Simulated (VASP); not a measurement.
Wanted: the native input for a VASP 6.6.1 run.

```yaml
Task: single point
Functional: LDA
Potentials_or_basis: VASP PAW LDA potentials, release 64 (In_d)
Cutoff: 520 eV
k_mesh: 11 × 11 × 11
Occupations: fermi-dirac, width 0.05 eV
Spin: no spin polarisation
Dipole_correction: no
Further_INCAR_settings: ALGO = Fast; EDIFF = 1e-06; NBANDS = 12
```

The structure of In lies in POSCAR:

```
In
1.0
   -1.6093505200      1.6093505200      2.3724185802
    1.6093505200     -1.6093505200      2.3724185802
    1.6093505200      1.6093505200     -2.3724185802
In
1
Direct
    0.0000000000      0.0000000000      0.0000000000
```

These files were run (other wordings do the same):

INCAR

```
SYSTEM = In
ALGO = Fast ; EDIFF = 1E-6
ENCUT = 520 ; GGA = CA
ISIF = 2 ; ISMEAR = -1
LASPH = .True. ; LCHARG = .False.
LREAL = .False. ; LWAVE = .False.
NBANDS = 12 ; NELM = 100
PREC = Accurate ; SIGMA = 0.05
```

KPOINTS

```
k-points
0
Gamma
  11 11 11
  0 0 0
```

Potentials or basis: VASP PAW LDA potentials, release 64 (In_d).

Launch:

```bash
$ cat potpaw_LDA.64/In_d/POTCAR > POTCAR
$ mpirun -np 1 vasp_std > vasp.out
```

Results of the run:

```json
{
  "Pressure": "0.1 GPa"
}
```

Wall time 25 s on 1 thread of Intel(R) Xeon(R) Platinum 8375C CPU @ 2.90GHz (Ice Lake), on a shared host, peak memory 0.15 GiB.
